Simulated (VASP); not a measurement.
Set up this calculation in VASP 6.6.1, as the native input.

| Property | Result |
| --- | --- |
| Task | single point |
| Functional | r2SCAN |
| Potentials or basis | VASP PAW PBE potentials, release 64 (B, N) |
| Cutoff | 520 eV |
| k mesh | 12 × 12 × 12 |
| Occupations | gaussian, width 0.01 eV |
| Spin | no spin polarisation |
| Dipole correction | no |
| Further INCAR settings | ALGO = Normal; EDIFF = 1e-06; NBANDS = 11 |

The system is BN (Qingsongite).

```xyz
2
Lattice="0.0000 1.8550 1.7831 1.8550 0.0000 1.7831 1.8550 1.8550 0.0000" Properties=species:S:1:pos:R:3 pbc="T T T"
B     0.0000    0.0000    0.0000
N     0.9275    0.9275    0.8916
```

This cell differs from its parent crystal: epitaxial xy strain +2.8%.

One way to write it, as run:

POSCAR

```
BN
1.0
    0.0000000000      1.8549986768      1.7831354900
    1.8549986768      0.0000000000      1.7831354900
    1.8549986768      1.8549986768      0.0000000000
B N
1 1
Direct
    0.0000000000      0.0000000000      0.0000000000
    0.2500000000      0.2500000000      0.2500000000
```

INCAR.step1

```
SYSTEM = BN
PREC = Accurate
ENCUT = 520
ISMEAR = 0
SIGMA = 0.01
LREAL = .False.
LASPH = .True.
NELM = 80
NBANDS = 11
GGA = PE
ALGO = Normal
EDIFF = 1E-4
LWAVE = .True.
LCHARG = .False.
```

INCAR.step2

```
SYSTEM = BN
PREC = Accurate
ENCUT = 520
EDIFF = 1E-6
ISMEAR = 0
SIGMA = 0.01
LREAL = .False.
LASPH = .True.
NELM = 80
ALGO = Normal
ISIF = 2
LWAVE = .False.
LCHARG = .True.
METAGGA = R2SCAN
LMIXTAU = .True.
LELF = .True.
LVHAR = .True.
NBANDS = 11
ISTART = 1
```

KPOINTS

```
Automatic mesh
0
Gamma
  12 12 12
  0 0 0
```

Potentials or basis: VASP PAW PBE potentials, release 64 (B, N).

Command:

```bash
$ cat potpaw_PBE.64/B/POTCAR potpaw_PBE.64/N/POTCAR > POTCAR
$ cp INCAR.step1 INCAR
$ mpirun -np 1 vasp_std > vasp.out
$ cp INCAR.step2 INCAR
$ mpirun -np 1 vasp_std > vasp.out
```

It gave:

```
Pressure               : -14.5 GPa
Band gap on the k mesh : 4.26 eV, indirect (least direct gap 8.93 eV)
```

Caveat: the cell differs from its parent crystal (epitaxial xy strain +2.8%); the PAW data sets were made with another functional, which shifts forces and pressure a little.

Run time: 46 s on 1 thread of Intel(R) Xeon(R) Platinum 8488C (Sapphire Rapids), with other jobs on the host, peak memory 0.13 GiB.
